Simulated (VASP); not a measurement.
Wanted: the native input for a VASP 6.6.1 run.

| Quantity | Value |
| --- | --- |
| Task | single point |
| Functional | LDA |
| Potentials or basis | VASP PAW LDA potentials, release 64 (Ir) |
| Cutoff | 520 eV |
| k mesh | 20 × 20 × 20 |
| Occupations | fermi-dirac, width 0.08 eV |
| Spin | no spin polarisation |
| Dipole correction | no |
| Further INCAR settings | ALGO = Normal; EDIFF = 1e-06; NBANDS = 10 |

The structure of Ir lies in POSCAR:

```
Ir
1.0
   -1.4664938561      1.4664938561      1.4664938561
    1.4664938561     -1.4664938561      1.4664938561
    1.4664938561      1.4664938561     -1.4664938561
Ir
1
Direct
    0.0000000000      0.0000000000      0.0000000000
```

This isn't the form of Ir at room conditions, which is fcc.

These files were run (other wordings do the same):

INCAR

```
SYSTEM = Ir
PREC     = Accurate       ! precision mode
ENCUT    = 520            ! plane-wave cutoff, eV
EDIFF    = 1E-6           ! SCF threshold, eV
ISMEAR   = -1             ! smearing method
SIGMA    = 0.08           ! smearing width, eV
LREAL    = .FALSE.        ! projectors in reciprocal space
LASPH    = .TRUE.         ! aspherical terms in the spheres
NELM     = 60             ! most SCF steps
ALGO     = Normal         ! electronic algorithm
ISIF     = 2              ! what is computed and relaxed
LWAVE    = .FALSE.        ! write WAVECAR
LCHARG   = .FALSE.        ! write CHGCAR
GGA      = CA             ! functional
NBANDS   = 10             ! bands
```

KPOINTS

```
Automatic mesh
0
G
  20 20 20
  0 0 0
```

Potentials or basis: VASP PAW LDA potentials, release 64 (Ir).

The run is started by

```bash
$ cat potpaw_LDA.64/Ir/POTCAR > POTCAR
$ mpirun -np 1 vasp_std > vasp.out
```

Results of the run:

| Item | Value |
| --- | --- |
| Pressure | 67.2 GPa |
| Band gap on the k mesh | zero (an odd number of electrons rules out a gap without spin polarisation) |

Caveat: the cell stands under pressure; spin-orbit coupling is left out, which moves the levels of the heavy elements.

It took 30 s on 1 thread of Intel Xeon 8259CL, on a shared host, peak memory 0.15 GiB.
